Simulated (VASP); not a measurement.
Set up this calculation in VASP 6.6.1, as the native input.

| Item | Value |
| --- | --- |
| Task | single point |
| Functional | r2SCAN |
| Potentials or basis | VASP PAW PBE potentials, release 64 (W_sv, Se) |
| Cutoff | 520 eV |
| k mesh | 6 × 6 × 4 |
| Occupations | gaussian, width 0.2 eV |
| Spin | no spin polarisation |
| Dipole correction | no |
| Further INCAR settings | ALGO = Normal; EDIFF = 1e-06; NBANDS = 20 |

Crystal: WSe2.

```
W Se
1.0
     3.31534    0.00000    0.00000
    -1.65767    2.87117    0.00000
     0.00000    0.00000    6.51920
W Se
1 2
Direct
  0.00000 0.00000 0.00000
  0.33333 0.66667 0.25717
  0.66667 0.33333 0.74283
```

The input as run:

POSCAR

```
WSe2
1.0
    3.3153441874      0.0000000000      0.0000000000
   -1.6576720937      2.8711722886      0.0000000000
    0.0000000000      0.0000000000      6.5191986732
W Se
1 2
Direct
    0.0000000000      0.0000000000      0.0000000000
    0.3333333333      0.6666666667      0.2571683820
    0.6666666667      0.3333333333      0.7428316180
```

INCAR.step1

```
SYSTEM = WSe2
PREC = Accurate ; ENCUT = 520
ISMEAR = 0 ; SIGMA = 0.2
LREAL = .False. ; LASPH = .True.
NELM = 60 ; NBANDS = 20
GGA = PE ; ALGO = Normal
EDIFF = 1E-4 ; LWAVE = .True.
LCHARG = .False.
```

INCAR.step2

```
SYSTEM = WSe2
PREC = Accurate ; ENCUT = 520
EDIFF = 1E-6 ; ISMEAR = 0
SIGMA = 0.2 ; LREAL = .False.
LASPH = .True. ; NELM = 60
ALGO = Normal ; ISIF = 2
LWAVE = .False. ; LCHARG = .False.
METAGGA = R2SCAN ; LMIXTAU = .True.
NBANDS = 20 ; ISTART = 1
```

KPOINTS

```
regular mesh
0
Gamma
  6 6 4
  0 0 0
```

Potentials or basis: VASP PAW PBE potentials, release 64 (W_sv, Se).

Command:

```console
$ cat potpaw_PBE.64/W_sv/POTCAR potpaw_PBE.64/Se/POTCAR > POTCAR
$ cp INCAR.step1 INCAR
$ mpirun -np 1 vasp_std > vasp.out
$ cp INCAR.step2 INCAR
$ mpirun -np 1 vasp_std > vasp.out
```

Results of the run:

```json
{
 "Pressure": "1.7 GPa",
 "Largest force": "0.041 eV/Å",
 "Band gap on the k mesh": "zero (bands 13 and 14 overlap by 0.95 eV)"
}
```

Caveat: the k points lie up to 0.36 Å⁻¹ apart, too coarse for converged energies and pressures of a metal; the PAW data sets were made with another functional, which shifts forces and pressure a little; spin-orbit coupling is left out, which moves the levels of the heavy elements.

Run time: 90 s on 1 thread of AMD EPYC 7R13 Processor (Zen 3), on a shared host, peak memory 0.18 GiB.
